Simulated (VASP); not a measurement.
# Sc (Fd-3m) in VASP: further runs

Sc is run at these levels: BLYP; tasks: single point.

Everything below comes from runs of VASP 6.6.1. Logs are shortened: lines on timing, memory, paths and dates and some standing lists are left out, and cuts for length are marked.

## 1. The cell of the first run

The structure is cubic, space group Fd-3m (No. 227). Conventional cell: a = 6.888 Å, b = 6.888 Å, c = 6.888 Å, α = 90.00°, β = 90.00°, γ = 90.00°. Within 3.9 Å of Sc (site symmetry -43m) lie 4 Sc at 2.98 Å.

This isn't the form of Sc at room conditions, which is hcp.

## 2. Single point, BLYP (40.86 Å³/atom)

INCAR

```
  PREC = Accurate
  ENCUT = 520
  EDIFF = 1E-6
  ISMEAR = -1
  SIGMA = 0.1
  LREAL = F
  LASPH = T
  NELM = 100
  ALGO = Normal
  ISIF = 2
  LWAVE = F
  LCHARG = T
  GGA = B5
  ALDAX = 1.0
  AGGAX = 1.0
  AGGAC = 1.0
  ALDAC = 0.0
  LELF = T
  LVHAR = T
  NBANDS = 18
```

KPOINTS

```
regular mesh
0
Gamma
  9 9 9
```

POSCAR

```
Sc
1.0
    0.0000000000      3.4442094216      3.4442094216
    3.4442094216      0.0000000000      3.4442094216
    3.4442094216      3.4442094216      0.0000000000
Sc
2
Direct
    0.1250000000      0.1250000000      0.1250000000
    0.8750000000      0.8750000000      0.8750000000
```

Potentials or basis: VASP PAW PBE potentials, release 64 (Sc_sv).

Started as:

```sh
> cat potpaw_PBE.64/Sc_sv/POTCAR > POTCAR
> mpirun -np 1 vasp_std > vasp.out
```

OUTCAR:

```text
PREC = Accurate
   ENCUT = 520
   EDIFF = 1E-6
   ISMEAR = -1
   LREAL = F
   LASPH = T
   NELM = 100
   ISIF = 2
   GGA = B5

 ion  position               nearest neighbor table
   1  0.125  0.125  0.125-   2 2.98   2 2.98   2 2.98   2 2.98
   2  0.875  0.875  0.875-   1 2.98   1 2.98   1 2.98   1 2.98

  LATTYP: Found a face centered cubic cell.
 ALAT       =     6.8884188432

  Lattice vectors:

 A1 = (   0.0000000000,   3.4442094216,   3.4442094216)
 A2 = (   3.4442094216,   0.0000000000,   3.4442094216)
 A3 = (   3.4442094216,   3.4442094216,   0.0000000000)

Analysis of symmetry for initial positions (statically):
=====================================================================
 Subroutine PRICEL returns:
 Original cell was already a primitive cell.

 Routine SETGRP: Setting up the symmetry group for a
 face centered cubic supercell.

 Subroutine GETGRP returns: Found 48 space group operations
 (whereof 12 operations were pure point group operations)
 out of a pool of 48 trial point group operations.

The static configuration has the point symmetry D_3d.
 The point group associated with its full space group is O_h .

Analysis of symmetry for dynamics (positions and initial velocities):
=====================================================================
 Subroutine PRICEL returns:
 Original cell was already a primitive cell.

 Routine SETGRP: Setting up the symmetry group for a
 face centered cubic supercell.

 Subroutine GETGRP returns: Found 48 space group operations
 (whereof 12 operations were pure point group operations)
 out of a pool of 48 trial point group operations.

The dynamic configuration has the point symmetry D_3d.
 The point group associated with its full space group is O_h .

 Subroutine INISYM returns: Found 48 space group operations
 (whereof 12 operations are pure point group operations),
 and found     1 'primitive' translations

----------------------------------------------------------------------------------------

                                     Primitive cell

  volume of cell :      81.7144

  direct lattice vectors                    reciprocal lattice vectors
     0.000000000  3.444209422  3.444209422    -0.145171196  0.145171196  0.145171196
     3.444209422  0.000000000  3.444209422     0.145171196 -0.145171196  0.145171196
     3.444209422  3.444209422  0.000000000     0.145171196  0.145171196 -0.145171196

  length of vectors
     4.870847676  4.870847676  4.870847676     0.251443887  0.251443887  0.251443887

  position of ions in fractional coordinates (direct lattice)
     0.125000000  0.125000000  0.125000000
     0.875000000  0.875000000  0.875000000

  ion indices of the primitive-cell ions
   primitive index   ion index
                 1           1
                 2           2

----------------------------------------------------------------------------------------

 KPOINTS: regular mesh

Automatic generation of k-mesh.
 Grid dimensions read from file:
 generate k-points for:    9    9    9

 Generating k-lattice:

  Cartesian coordinates                     Fractional coordinates (reciprocal lattice)
    -0.016130133  0.016130133  0.016130133     0.111111111  0.000000000  0.000000000
     0.016130133 -0.016130133  0.016130133     0.000000000  0.111111111  0.000000000
     0.016130133  0.016130133 -0.016130133     0.000000000  0.000000000  0.111111111

  Length of vectors
     0.027938210  0.027938210  0.027938210

  Shift w.r.t. Gamma in fractional coordinates (k-lattice)
     0.000000000  0.000000000  0.000000000

 Subroutine IBZKPT returns following result:
 ===========================================

 Found     35 irreducible k-points:

 Following reciprocal coordinates:
            Coordinates               Weight
  0.000000  0.000000  0.000000      1.000000
  0.111111  0.000000  0.000000      8.000000
  0.222222  0.000000  0.000000      8.000000
  0.333333  0.000000  0.000000      8.000000
  0.444444  0.000000  0.000000      8.000000
  0.111111  0.111111  0.000000      6.000000
[... 16 lines left out ...]
 -0.333333  0.333333  0.000000     12.000000
  0.444444  0.444444  0.000000      6.000000
 [... further k-points ...]
   k-points           NKPTS =     35   k-points in BZ     NKDIM =     35   number of bands    NBANDS=     18
   number of dos      NEDOS =    301   number of ions     NIONS =      2
   total plane-waves  NPLWV =  46656
   dimension x,y,z NGX =    36 NGY =   36 NGZ =   36
   dimension x,y,z NGXF=    72 NGYF=   72 NGZF=   72
   ions per type =               2
   NGX,Y,Z   is equivalent  to a cutoff of  12.29, 12.29, 12.29 a.u.
   NGXF,Y,Z  is equivalent  to a cutoff of  24.57, 24.57, 24.57 a.u.
 SYSTEM =  unknown system
   PREC   = accura    normal or accurate (medium, high low for compatibility)
   ISTART =      0    job   : 0-new  1-cont  2-samecut
   ICHARG =      2    charge: 1-file 2-atom 10-const
   ISPIN  =      1    spin polarized calculation?
   LNONCOLLINEAR =      F non collinear calculations
   LSORBIT =      F    spin-orbit coupling
   LASPH  =      T    aspherical Exc in radial PAW
   ENCUT  =  520.0 eV  38.22 Ry    6.18 a.u.   9.06  9.06  9.06*2*pi/ulx,y,z
   NELM   =    100;   NELMIN=  2; NELMDL= -5     # of ELM steps
   EDIFF  = 0.1E-05   stopping-criterion for ELM
   LREAL  =      F    real-space projection
   EDIFFG = 0.1E-04   stopping-criterion for IOM
   NSW    =      0    number of steps for IOM
   IBRION =     -1    ionic relax: 0-MD 1-quasi-New 2-CG
   NFREE  =      0    steps in history (QN), initial steepest desc. (CG)
   ISIF   =      2    stress and relaxation
   ISYM   =      2    0-nonsym 1-usesym 2-fastsym
   POTIM  = 0.5000    time-step for ionic-motion
   TEBEG  =    0.0;   TEEND  =   0.0 temperature during run
   PSTRESS=    0.0 pullay stress
   NELECT =      22.0000    total number of electrons
   NUPDOWN=      -1.0000    fix difference up-down
   EMIN   =  10.00;   EMAX   =-10.00  energy-range for DOS
   EFERMI =   0.00;   METHOD = LEGACY
   ISMEAR =    -1;   SIGMA  =   0.10  broadening in eV -4-tet -1-fermi 0-gaus
   EFERMI_NEDOS =   21; number of points for ismear=-14 and -15
   IALGO  =     38    algorithm
   IMIX   =      4    mixing-type and parameters
     AMIX     =   0.40;   BMIX     =  1.00
     AMIX_MAG =   1.60;   BMIX_MAG =  1.00
  volume/ion in A,a.u.               =      40.86       275.72
  Fermi-wavevector in a.u.,A,eV,Ry     =   1.057100  1.997630 15.203979  1.117461
  Thomas-Fermi vector in A             =   2.192361
   LORBIT       =      0    0 simple, 1 ext, 2 COOP (PROOUT), +10 PAW based schemes
   GGA     = B5    functional components
   LHFCALC =     F    Hartree Fock is set to
   AEXX    =    0.0000 exact exchange contribution
   IVDW    =     0    specifies the selected vdW correction
   LEPSILON=     F    determine dielectric tensor
   LRPA    =     F    only Hartree local field effects (RPA)
 non-spin polarized calculation
  energy-cutoff  :      520.00
  volume of cell :       81.71
 maximum number of plane-waves:      2229
   NGX = 19   NGY = 19   NGZ = 19

 number of electron      21.9999993 magnetization

 Free energy of the ion-electron system (eV)
  ---------------------------------------------------
  ext. energy  EPLUGINS =         0.00000000
  ---------------------------------------------------
  free energy    TOTEN  =        -7.34362821 eV

  energy without entropy =       -7.09178939  energy(sigma->0) =       -7.21770880

 E-fermi :   1.4761     XC(G=0):  -7.2495

 val. band max:        1.4673199516   @ k =   0.4444   0.1111   0.0000
 cond. band min:       1.4839220891   @ k =   0.3333   0.0000   0.0000
 fundamental gap:      0.0166021375
 Fermi energy:         1.4760973523

 k-point     1 :       0.0000    0.0000    0.0000
  band No.  band energies     occupation
      1     -48.3739      2.00000
      2     -48.2573      2.00000
      3     -27.2352      2.00000
      4     -27.2352      2.00000
      5     -27.2352      2.00000
      6     -26.9894      2.00000
[... 10 lines left out ...]
     17       2.8489      0.00000
     18       4.3474      0.00000

 k-point     2 :       0.1111    0.0000    0.0000
  band No.  band energies     occupation
      1     -48.3712      2.00000
      2     -48.2599      2.00000
      3     -27.2385      2.00000
      4     -27.2385      2.00000
      5     -27.2344      2.00000
      6     -26.9908      2.00000
[... 10 lines left out ...]
     17       2.8453      0.00000
     18       4.3379      0.00000

 k-point     3 :       0.2222    0.0000    0.0000
  band No.  band energies     occupation
      1     -48.3640      2.00000
      2     -48.2672      2.00000
      3     -27.2466      2.00000
      4     -27.2466      2.00000
      5     -27.2325      2.00000
      6     -26.9942      2.00000
[... 10 lines left out ...]
     17       2.8913      0.00000
     18       4.2983      0.00000

 k-point     4 :       0.3333    0.0000    0.0000
  band No.  band energies     occupation
      1     -48.3542      2.00000
      2     -48.2771      2.00000
      3     -27.2553      2.00000
      4     -27.2553      2.00000
      5     -27.2304      2.00000
      6     -26.9980      2.00000
[... 375 lines left out ...]
      4     -27.2805      2.00000
      5     -27.1477      2.00000
      6     -27.0815      2.00000
[... 10 lines left out ...]
     17       3.3656      0.00000
     18       4.1964      0.00000

 k-point    23 :      -0.3333    0.3333    0.0000
  band No.  band energies     occupation
      1     -48.3302      2.00000
      2     -48.3011      2.00000
      3     -27.2923      2.00000
      4     -27.2745      2.00000
      5     -27.1614      2.00000
      6     -27.0671      2.00000
[... 10 lines left out ...]
     17       3.3139      0.00000
     18       3.9313      0.00000

 k-point    24 :       0.4444    0.4444    0.0000
  band No.  band energies     occupation
      1     -48.3258      2.00000
      2     -48.3055      2.00000
      3     -27.2864      2.00000
      4     -27.2864      2.00000
      5     -27.1365      2.00000
      6     -27.0940      2.00000
[... 10 lines left out ...]
     17       3.8036      0.00000
     18       3.8036      0.00000

 [... further k-points ...]
[... 5 lines left out ...]
  --------------------------------------------------------------------------------------
  -------------------------------------------------------------------------------------
  Total       -0.0221001     -0.0221001     -0.0221001      0.0000000      0.0000000      0.0000000
  in kB       -0.4333181     -0.4333181     -0.4333181      0.0000000      0.0000000      0.0000000
  external PRESSURE =      -0.4333181 kB  Pullay stress =       0.0000000 kB

 VOLUME and BASIS-vectors are now :
 -----------------------------------------------------------------------------
  energy-cutoff  :      520.00
  volume of cell :       81.71
      direct lattice vectors                 reciprocal lattice vectors
     0.000000000  3.444209422  3.444209422    -0.145171196  0.145171196  0.145171196
     3.444209422  0.000000000  3.444209422     0.145171196 -0.145171196  0.145171196
     3.444209422  3.444209422  0.000000000     0.145171196  0.145171196 -0.145171196

 POSITION                                       TOTAL-FORCE (eV/Angst)
 -----------------------------------------------------------------------------------
      0.86105      0.86105      0.86105        -0.000000     -0.000000     -0.000000
      6.02737      6.02737      6.02737         0.000000      0.000000      0.000000
 -----------------------------------------------------------------------------------
    total drift:                                0.000000      0.000000      0.000000

  FREE ENERGIE OF THE ION-ELECTRON SYSTEM (eV)
  ---------------------------------------------------
  free  energy   TOTEN  =        -7.3436282142 eV

  energy  without entropy=       -7.0917893950  energy(sigma->0) =       -7.21770880
```

Run time: 32 s. Hardware: 1 thread of Intel Xeon 6975P-C (Granite Rapids), shared host; peak memory 0.21 GiB.

Results:

```yaml
Free_energy: -7.3436 eV
Pressure: 0.0 GPa
Band_gap_on_the_k_mesh: zero (bands 11 and 12 overlap by 0.65 eV)
```

Caveat: the PAW data sets were made with another functional, which shifts forces and pressure a little.

(Continued in part 2 of 2.)
